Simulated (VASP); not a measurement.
Runs of VASP 6.6.1 on Ti. The structure is that of space group P6/mmm (No. 191), or close to it. The cells are those of the table. 

| cell | gap on the mesh (eV) | pressure (GPa) |
| --- | --- | --- |
| a = 4.340, b = 4.340, c = 2.895 Å, angles 90.0, 90.0, 120.0°, 3 atoms | none | 10.6 |
| a = 4.454, b = 4.454, c = 2.825 Å, angles 90.0, 90.0, 120.0°, 3 atoms | none | 6.9 |
| a = 4.340, b = 4.340, c = 2.966 Å, angles 90.0, 90.0, 120.0°, 3 atoms | none | 7.1 |
| a = 4.454, b = 4.454, c = 2.683 Å, angles 90.0, 90.0, 120.0°, 3 atoms | none | (b) |
| a = 4.568, b = 4.568, c = 2.683 Å, angles 90.0, 90.0, 120.0°, 3 atoms | none | 7.6 |
| a = 4.454, b = 4.454, c = 2.754 Å, angles 90.0, 90.0, 120.0°, 3 atoms | none | (a) |

Alike in all rows: task single point; level r2SCAN; potentials or basis VASP PAW PBE potentials, release 64 (Ti_sv); no spin polarisation; k mesh 12 × 12 × 16; cutoff (eV) 520; smearing gaussian 0.15 eV.

Fill in the values left out.

(a) 10.8; (b) 15.2.

Caveats: the PAW data sets were made with another functional, which shifts forces and pressure a little.

A gap of «none» marks levels without a gap at the run's occupations.
